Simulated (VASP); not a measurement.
## HgH4Pb: single point with PBE

HgH4Pb:

```
CELL_PARAMETERS angstrom
0.00000 3.40246 3.40246
3.40246 0.00000 3.40246
3.40246 3.40246 0.00000
ATOMIC_POSITIONS crystal
Hg 0.75000 0.75000 0.75000
H 0.32297 0.32297 0.03108
H 0.03108 0.32297 0.32297
H 0.32297 0.32297 0.32297
H 0.32297 0.03108 0.32297
Pb 0.00000 0.00000 0.00000
```

- Program: VASP 6.6.1
- Task: single point
- Functional: PBE
- Potentials or basis: VASP PAW PBE potentials, release 64 (Hg, H, Pb_d)
- Cutoff: 520 eV
- k mesh: 10 × 10 × 10
- Occupations: gaussian, width 0.1 eV
- Spin: no spin polarisation
- Dipole correction: no
- Further INCAR settings: ALGO = Normal; EDIFF = 1e-07; NBANDS = 24

- Pressure: 0.0 GPa
- Largest force: 0.007 eV/Å
- Band gap on the k mesh: zero (band 15 reaches 3.32 eV, above the bottom of band 16 at 2.52 eV)

Forces in eV/Å, atoms in the order of the input:
```
Hg   0.000  0.000  0.000
H   -0.004 -0.004  0.004
H    0.004 -0.004 -0.004
H    0.004  0.004  0.004
H   -0.004  0.004 -0.004
Pb   0.000  0.000  0.000
```

Levels at points of the mesh, in eV from the Fermi level:
| k point | band 13 | band 14 | band 15 | band 16 | band 17 | band 18 |
| --- | --- | --- | --- | --- | --- | --- |
| (0.00, 0.00, 0.00) | -0.35 | 0.02 | 0.02 | 0.02 | 1.96 | 1.96 |
| (0.50, 0.00, 0.00) | -3.85 | -0.28 | -0.28 | 0.95 | 1.17 | 1.17 |
| (0.50, 0.50, 0.00) | -4.16 | -2.36 | -2.36 | -0.60 | 3.88 | 3.88 |

It took 44 s on 1 thread of Intel(R) Xeon(R) Platinum 8488C (Sapphire Rapids), on a shared host, peak memory 0.26 GiB.

Caveat: spin-orbit coupling is left out, which moves the levels of the heavy elements.
